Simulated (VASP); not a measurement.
A run of VASP 6.6.1 is set up as follows.

The input POSCAR:

```
SrO
1.0
    0.0864678396      2.5889633957      2.5889633957
    2.5889633957      0.0864678396      2.5889633957
    2.5889633957      2.5889633957      0.0864678396
Sr O
1 1
Direct
    0.0000000000      0.0000000000      0.0000000000
    0.5000000000      0.5000000000      0.5000000000
```

The input INCAR.step1:

```
SYSTEM = SrO
PREC = Accurate
ENCUT = 520
EDIFF = 1E-5
ISMEAR = 0
SIGMA = 0.01
LREAL = .FALSE.
LASPH = .TRUE.
NELM = 80
ALGO = Normal
ISIF = 2
LWAVE = .TRUE.
LCHARG = .FALSE.
GGA = PE
NBANDS = 15
```

File INCAR.step2:

```
SYSTEM = SrO
PREC = Accurate
ENCUT = 520
EDIFF = 1E-6
ISMEAR = 0
SIGMA = 0.01
LREAL = .FALSE.
LASPH = .TRUE.
NELM = 80
ALGO = Normal
ISIF = 2
LWAVE = .FALSE.
LCHARG = .FALSE.
GGA = PE
LHFCALC = .TRUE.
HFSCREEN = 0.2079
PRECFOCK = Normal
ISTART = 1
NBANDS = 15
```

KPOINTS

```
Automatic mesh
0
G
  6 6 6
  0 0 0
```

Potentials or basis: VASP PAW PBE potentials, release 64 (Sr_sv, O).

The run is started by

```console
$ cat potpaw_PBE.64/Sr_sv/POTCAR potpaw_PBE.64/O/POTCAR > POTCAR
$ cp INCAR.step1 INCAR
$ mpirun -np 1 vasp_std > vasp.out
$ cp INCAR.step2 INCAR
$ mpirun -np 1 vasp_std > vasp.out
```

Q: Predict the pressure.

A: 4.2 GPa.

Q: Predict the band gap on the k mesh.

A: 4.67 eV (least direct gap 4.75 eV).

Stress tensor (GPa, compression positive):
```
 4.25 -2.12 -2.12
-2.12  4.25 -2.12
-2.12 -2.12  4.25
```

Caveat: the cell differs from its parent crystal (epitaxial 111 strain -3.0%); the cell stands under pressure; the PAW data sets were made with another functional, which shifts forces and pressure a little. A k mesh can miss the band edges.
